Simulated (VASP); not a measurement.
Wanted: the native input for a VASP 6.6.1 run.

- Task: single point
- Functional: PBEsol
- Potentials or basis: VASP PAW PBE potentials, release 64 (Ti_sv)
- Cutoff: 520 eV
- k mesh: 12 × 12 × 12
- Occupations: fermi-dirac, width 0.1 eV
- Spin: no spin polarisation
- Dipole correction: no
- Further INCAR settings: ALGO = Normal; EDIFF = 1e-06; NBANDS = 12

The structure of Ti lies in POSCAR:

```
Ti
1.0
    0.0000000000      2.0300000000      2.0300000000
    2.0300000000      0.0000000000      2.0300000000
    2.0300000000      2.0300000000      0.0000000000
Ti
1
Direct
    0.0000000000      0.0000000000      0.0000000000
```

These files were run (other wordings do the same):

INCAR

```
SYSTEM = Ti
  ALGO = Normal
  EDIFF = 1E-6
  ENCUT = 520
  GGA = PS
  ISIF = 2
  ISMEAR = -1
  LASPH = .TRUE.
  LCHARG = .FALSE.
  LREAL = .FALSE.
  LWAVE = .FALSE.
  NBANDS = 12
  NELM = 80
  PREC = Accurate
  SIGMA = 0.1
```

KPOINTS

```
k-points
0
G
  12 12 12
  0 0 0
```

Potentials or basis: VASP PAW PBE potentials, release 64 (Ti_sv).

Launch:

```bash
$ cat potpaw_PBE.64/Ti_sv/POTCAR > POTCAR
$ mpirun -np 1 vasp_std > vasp.out
```

It gave:

```
Pressure               : -0.3 GPa
Band gap on the k mesh : zero (band 6 reaches 9.40 eV, above the bottom of band 7 at 8.11 eV)
```

Caveat: the PAW data sets were made with another functional, which shifts forces and pressure a little.

It took 14 s on 1 thread of Intel Xeon 8259CL, with other jobs on the host, peak memory 0.14 GiB.
